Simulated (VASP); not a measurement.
Input of a VASP 6.6.1 run:

File INCAR:

```
  PREC = Accurate
  ENCUT = 600
  EDIFF = 1E-8
  ISMEAR = -1
  SIGMA = 0.15
  LREAL = False
  LASPH = True
  NELM = 60
  ALGO = Normal
  ISIF = 3
  LWAVE = False
  LCHARG = False
  NBANDS = 28
  IBRION = 6
  NFREE = 2
  POTIM = 0.015
  NSW = 1
  KPAR = 4
```

The input KPOINTS:

```
Automatic mesh
0
Gamma
  12 12 12
```

POSCAR

```
TiCo3
1.0
    3.4942213289      0.0000000000      0.0000000000
    0.0000000000      3.4942213289      0.0000000000
    0.0000000000      0.0000000000      3.4942213289
Ti Co
1 3
Direct
    0.0000000000      0.0000000000      0.0000000000
    0.0000000000      0.5000000000      0.5000000000
    0.5000000000      0.0000000000      0.5000000000
    0.5000000000      0.5000000000      0.0000000000
```

Potentials or basis: VASP PAW LDA potentials, release 64 (Ti_sv, Co).

Launch:

```sh
$ cat potpaw_LDA.64/Ti_sv/POTCAR potpaw_LDA.64/Co/POTCAR > POTCAR
$ mpirun -np 4 vasp_std > vasp.out
```

(1) Estimate the elastic constants C11, C12, C44.

(2) Predict the Voigt bulk modulus.

(3) Estimate the highest phonon frequency at Γ.

Answers

(1) 351, 205, 166 GPa.

(2) 254 GPa.

(3) 298 cm⁻¹.

Caveat: the run has no spin polarisation, though such a crystal can be magnetic.
